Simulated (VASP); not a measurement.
Set up this calculation in VASP 6.6.1, as the native input.

| Item | Value |
| --- | --- |
| Task | single point |
| Functional | revPBE |
| Potentials or basis | VASP PAW PBE potentials, release 64 (Re) |
| Cutoff | 520 eV |
| k mesh | 9 × 9 × 13 |
| Occupations | fermi-dirac, width 0.1 eV |
| Spin | no spin polarisation |
| Dipole correction | no |
| Further INCAR settings | ALGO = Normal; EDIFF = 1e-07; NBANDS = 18 |

The structure of Re lies in POSCAR:

```
Re
1.0
    4.5604213094      0.0000000000      0.0000000000
   -2.2802106547      3.9494407059      0.0000000000
    0.0000000000      0.0000000000      2.8579247630
Re
3
Direct
    0.0000000000      0.0000000000      1.0000000000
    0.3333333333      0.6666666667      0.5000000000
    0.6666666667      0.3333333333      0.5000000000
```

This cell differs from its parent crystal: volume scaled by 1.12.

One way to write it, as run:

INCAR

```
  ALGO = Normal
  EDIFF = 1E-7
  ENCUT = 520
  GGA = RE
  ISIF = 2
  ISMEAR = -1
  LASPH = T
  LCHARG = F
  LREAL = F
  LWAVE = F
  NBANDS = 18
  NELM = 60
  PREC = Accurate
  SIGMA = 0.1
```

KPOINTS

```
k-points
0
Gamma
  9 9 13
```

Potentials or basis: VASP PAW PBE potentials, release 64 (Re).

Run with:

```bash
$ cat potpaw_PBE.64/Re/POTCAR > POTCAR
$ mpirun -np 1 vasp_std > vasp.out
```

Results of the run:

| Item | Value |
| --- | --- |
| Pressure | -30.8 GPa |

Caveat: the PAW data sets were made with another functional, which shifts forces and pressure a little.

Run time: 35 s on 1 thread of Intel(R) Xeon(R) 6975P-C (Granite Rapids), with other jobs on the host, peak memory 0.22 GiB.
